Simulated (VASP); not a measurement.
Here is a VASP 6.6.1 calculation.

Contents of POSCAR:

```
Fe
1.0
   -1.4039932135      1.4039932135      1.4039932135
    1.4039932135     -1.4039932135      1.4039932135
    1.4039932135      1.4039932135     -1.4039932135
Fe
1
Direct
    0.0000000000      0.0000000000      0.0000000000
```

INCAR.step1

```
SYSTEM = Fe
PREC = Accurate
ENCUT = 520
ISMEAR = 0
SIGMA = 0.1
LREAL = .FALSE.
LASPH = .TRUE.
NELM = 150
ISPIN = 2
MAGMOM = 3.09
LMAXMIX = 4
NBANDS = 14
GGA = PE
ALGO = Normal
EDIFF = 1E-4
LWAVE = .TRUE.
LCHARG = .FALSE.
```

INCAR.step2

```
SYSTEM = Fe
PREC = Accurate
ENCUT = 520
EDIFF = 1E-6
ISMEAR = 0
SIGMA = 0.1
LREAL = .FALSE.
LASPH = .TRUE.
NELM = 150
ALGO = Normal
ISIF = 2
LWAVE = .FALSE.
LCHARG = .TRUE.
ISPIN = 2
MAGMOM = 3.09
LORBIT = 11
LMAXMIX = 4
METAGGA = R2SCAN
LMIXTAU = .TRUE.
LELF = .TRUE.
LVHAR = .TRUE.
NBANDS = 14
ISTART = 1
```

File KPOINTS:

```
Automatic mesh
0
G
  20 20 20
  0 0 0
```

Potentials or basis: VASP PAW PBE potentials, release 64 (Fe).

Launch:

```bash
$ cat potpaw_PBE.64/Fe/POTCAR > POTCAR
$ cp INCAR.step1 INCAR
$ mpirun -np 1 vasp_std > vasp.out
$ cp INCAR.step2 INCAR
$ mpirun -np 1 vasp_std > vasp.out
```

Predict the net moment.

2.59 μB per cell.

Estimate the site moments.

Fe +2.64 μB.
